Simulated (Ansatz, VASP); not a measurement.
## Au: VASP beside Ansatz

File INCAR:

```
SYSTEM = Au
PREC     = Accurate       ! precision mode
ENCUT    = 520            ! plane-wave cutoff, eV
EDIFF    = 1E-6           ! SCF threshold, eV
ISMEAR   = -1             ! smearing method
SIGMA    = 0.1            ! smearing width, eV
LREAL    = .False.        ! projectors in reciprocal space
LASPH    = .True.         ! aspherical terms in the spheres
NELM     = 60             ! most SCF steps
ALGO     = Normal         ! electronic algorithm
ISIF     = 2              ! what is computed and relaxed
LWAVE    = .False.        ! write WAVECAR
LCHARG   = .False.        ! write CHGCAR
GGA      = PE             ! functional
NBANDS   = 18             ! bands
```

KPOINTS

```
Automatic mesh
0
Gamma
  17 17 17
  0 0 0
```

The input POSCAR:

```
Au
1.0
   -2.5164919707      2.5164919707      1.3079008003
    2.5164919707     -2.5164919707      1.3079008003
    2.5164919707      2.5164919707     -1.3079008003
Au
2
Direct
   -0.3750000000     -0.1250000000     -0.2500000000
    0.3750000000      0.1250000000      0.2500000000
```

Input for Ansatz:

```yaml
crystal:
  lattice:
    - [-2.5164919707, 2.5164919707, 1.3079008003]
    - [2.5164919707, -2.5164919707, 1.3079008003]
    - [2.5164919707, 2.5164919707, -1.3079008003]
  atoms:
    - { symbol: Au, position: [-0.375, -0.125, -0.25] }
    - { symbol: Au, position: [0.375, 0.125, 0.25] }
kpoints:
  mp_grid: { grid: [17, 17, 17] }
scf:
  occupations: { method: fermi_dirac, width: 0.1 }
hamiltonian:
  xc: pbe
  pseudopotentials: { kind: all_electron, lapw: { basis_error: 0.001 } }
output:
  forces: true
  stress: true
  eigenvalues: true
  populations: true
```

Change from the starting cell: volume scaled by 0.84, LAPW.

Alike in both runs: task single point; functional PBE; k mesh 17 × 17 × 17; occupations fermi-dirac, width 0.1 eV; no spin polarisation.

|  | VASP | Ansatz |
| --- | --- | --- |
| version | VASP 6.6.1 | Ansatz 0.2.0 |
| potentials or method | VASP PAW PBE potentials, release 64 (Au), cutoff 520 eV | all-electron LAPW, scalar-relativistic |

Ansatz gave:

* pressure (GPa): 33.3

Problem. Which values does VASP return?

Solution. Pressure (GPa): 32.8.

Both programs put the cell under a high pressure, so it lies far from rest at this level. Ansatz ran all-electron here, and VASP with PAW potentials.

Neither program's run includes spin-orbit coupling.
